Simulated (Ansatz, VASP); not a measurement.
One calculation of LaP, two programs

INCAR

```
  PREC = Accurate
  ENCUT = 520
  EDIFF = 1E-6
  ISMEAR = -1
  SIGMA = 0.05
  LREAL = F
  LASPH = T
  NELM = 100
  ALGO = Normal
  ISIF = 2
  LWAVE = F
  LCHARG = F
  GGA = CA
  NBANDS = 15
```

Contents of KPOINTS:

```
regular mesh
0
Gamma
  10 10 10
```

Contents of POSCAR:

```
LaP
1.0
    0.0000000000      2.8733016976      2.8733016976
    2.8733016976      0.0000000000      2.8733016976
    2.8733016976      2.8733016976      0.0000000000
La P
1 1
Direct
    0.0000000000      0.0000000000      0.0000000000
    0.5000000000      0.5000000000      0.5000000000
```

Input for Ansatz:

```yaml
crystal:
  lattice:
    - [0.0, 2.8733016976, 2.8733016976]
    - [2.8733016976, 0.0, 2.8733016976]
    - [2.8733016976, 2.8733016976, 0.0]
  atoms:
    - { symbol: La, position: [0.0, 0.0, 0.0] }
    - { symbol: P, position: [0.5, 0.5, 0.5] }
kpoints:
  mp_grid: { grid: [10, 10, 10] }
  band_path:
    path:
      - [0.0, 0.0, 0.0]
      - [0.5, 0.0, 0.5]
      - [0.625, 0.25, 0.625]
      - [0.375, 0.375, 0.75]
      - [0.0, 0.0, 0.0]
      - [0.5, 0.5, 0.5]
      - [0.5, 0.25, 0.75]
      - [0.5, 0.0, 0.5]
    npoints: 6
scf:
  occupations: { method: fermi_dirac, width: 0.05 }
hamiltonian:
  xc: lda
  pseudopotentials: { kind: all_electron, lapw: { basis_error: 0.001 } }
output:
  forces: true
  stress: true
  eigenvalues: true
  populations: true
```

Change from the starting cell: volume scaled by 0.85, LAPW.

Alike in both runs: task single point; functional LDA; k mesh 10 × 10 × 10; occupations fermi-dirac, width 0.05 eV; no spin polarisation.

```csv
,VASP,Ansatz
version,VASP 6.6.1,Ansatz 0.2.0
potentials or method,"VASP PAW LDA potentials, release 64 (La, P), cutoff 520 eV","all-electron LAPW, scalar-relativistic"
```

```tsv
	VASP	Ansatz	Ansatz less VASP
pressure (GPa)	9.7	9.8	+0.07
```

LDA's correlation is that of Perdew and Zunger in VASP and of Perdew and Wang (1992) in Ansatz. Ansatz ran all-electron here, and VASP with PAW potentials.

Spin-orbit coupling is off throughout.
